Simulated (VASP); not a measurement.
## Al2O3: single point with PBE+D3(BJ)

Crystal: Al2O3.

```xyz
5
Lattice="2.9532 0.0000 0.0000 -1.4766 2.5575 0.0000 0.0000 0.0000 7.5151" Properties=species:S:1:pos:R:3 pbc="T T T"
Al    0.0000    0.0000    1.4334
Al    0.0000    0.0000    6.0817
O     0.0000    1.7050    2.1350
O     1.4766    0.8525    0.0000
O     0.0000    1.7050    5.3801
```

```json
{"Program": "VASP 6.6.1", "Task": "single point", "Functional": "PBE", "Dispersion": "D3(BJ)", "Potentials or basis": "VASP PAW PBE potentials, release 64 (Al, O)", "Cutoff": "520 eV", "k mesh": "9 × 9 × 4", "Occupations": "gaussian, width 0.05 eV", "Spin": "no spin polarisation", "Dipole correction": "no", "Further INCAR settings": "ALGO = Normal; EDIFF = 1e-07; NBANDS = 20"}
```

```yaml
Pressure: -13.8 GPa
Largest_force: 0.942 eV/Å
Band_gap_on_the_k_mesh: 3.81 eV, indirect (least direct gap 3.89 eV)
Dispersion_energy_per_atom: -0.178 eV
```

Forces on the atoms (eV/Å):
```
Al   0.000  0.000  0.279
Al   0.000  0.000 -0.279
O    0.000  0.000 -0.942
O    0.000  0.000  0.000
O    0.000  0.000  0.942
```

Stress tensor (GPa, compression positive):
```
-15.90   0.00   0.00
  0.00 -15.90   0.00
  0.00   0.00  -9.59
```

Levels at points of the mesh, in eV from the valence-band top:
| k point | band 9 | band 10 | band 11 | band 12 | band 13 | band 14 | band 15 | band 16 |
| --- | --- | --- | --- | --- | --- | --- | --- | --- |
| (0.00, 0.00, 0.00) | -1.37 | -0.69 | -0.69 | -0.08 | 3.81 | 7.00 | 7.34 | 11.28 |
| (0.00, 0.00, 0.50) | -1.39 | -0.70 | -0.68 | -0.68 | 4.28 | 6.39 | 7.54 | 11.43 |

Run time: 17 s on 1 thread of Intel(R) Xeon(R) 6975P-C (Granite Rapids), on a shared host, peak memory 0.2 GiB.

A k mesh can miss the band edges.
